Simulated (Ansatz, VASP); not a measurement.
Two plane-wave programs on NaMo

File INCAR:

```
ALGO = Normal ; EDIFF = 1E-6
ENCUT = 520 ; GGA = PE
ISIF = 2 ; ISMEAR = 0
LASPH = True ; LCHARG = True
LELF = True ; LREAL = False
LVHAR = True ; LWAVE = False
NBANDS = 18 ; NELM = 60
PREC = Accurate ; SIGMA = 0.1
```

The input KPOINTS:

```
k-points
0
Gamma
  6 6 6
```

Contents of POSCAR:

```
NaMo
1.0
    3.3138612746      0.0000000000      0.0000000000
    0.0000000000      3.3138612746      0.0000000000
    0.0000000000      0.0000000000      3.3138612746
Na Mo
1 1
Direct
    0.0000000000      0.0000000000      0.0000000000
    0.5000000000      0.5000000000      0.5000000000
```

Input for Ansatz:

```yaml
crystal:
  lattice:
    - [3.3138612746, 0.0, 0.0]
    - [0.0, 3.3138612746, 0.0]
    - [0.0, 0.0, 3.3138612746]
  atoms:
    - { symbol: Na, position: [0.0, 0.0, 0.0] }
    - { symbol: Mo, position: [0.5, 0.5, 0.5] }
basis:
  ecutwfc: 420
kpoints:
  mp_grid: { grid: [6, 6, 6] }
hamiltonian:
  xc: pbe
scf:
  occupations: { method: gaussian, width: 0.1 }
  lower_state_search: "off"
output:
  forces: true
  stress: true
  eigenvalues: true
```

Alike in both runs: task single point; functional PBE; k mesh 6 × 6 × 6; occupations gaussian, width 0.1 eV; no spin polarisation.

|  | VASP | Ansatz |
| --- | --- | --- |
| version | VASP 6.6.1 | Ansatz 0.2.0 |
| potentials or method | VASP PAW PBE potentials, release 64 (Na_pv, Mo_sv), cutoff 520 eV | scalar-relativistic, plane waves, PAW |
| valence electrons in the cell | 21 | 23 |

|  | VASP | Ansatz | Ansatz less VASP |
| --- | --- | --- | --- |
| gap on the k mesh at the Fermi level (eV) | none | none | - |
| pressure (GPa) | 1.1 | 0.9 | -0.16 |

A gap of «none» marks a metal or a gap that the smearing closes. With one functional, cell and mesh, what is left measures potentials, basis and numerics. VASP's potentials hold 21 valence electrons a cell and Ansatz's 23, so a difference there can come from the potentials and not from the codes.
